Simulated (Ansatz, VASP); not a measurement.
# One calculation of LiNbO3, two programs

```
CELL_PARAMETERS angstrom
3.93317 0.00000 0.00000
0.00000 3.93317 0.00000
0.00000 0.00000 3.93317
ATOMIC_POSITIONS crystal
Li 0.00000 0.00000 0.00000
Nb 0.50000 0.50000 0.50000
O 0.50000 0.50000 0.00000
O 0.50000 0.00000 0.50000
O 0.00000 0.50000 0.50000
```

Alike in both runs: task single point; functional PBE; k mesh 6 × 6 × 6; occupations fermi-dirac, width 0.02 eV; no spin polarisation.

```csv
,VASP,Ansatz
version,VASP 6.6.1,Ansatz 0.2.0
potentials or method,"VASP PAW PBE potentials, release 64 (Li_sv, Nb_sv, O)","plane waves, PAW"
plane-wave cutoff (eV),520,420
valence electrons in the cell,34,34
```

Ansatz gave:

| Quantity | Value |
| --- | --- |
| gap on the k mesh at the Fermi level (eV) | 1.74 |

Problem. What did VASP give for the same quantities?

Solution. gap on the k mesh at the Fermi level (eV): 1.72.

Noted on VASP's run: the cutoff is short for stress, so the pressure is rough.
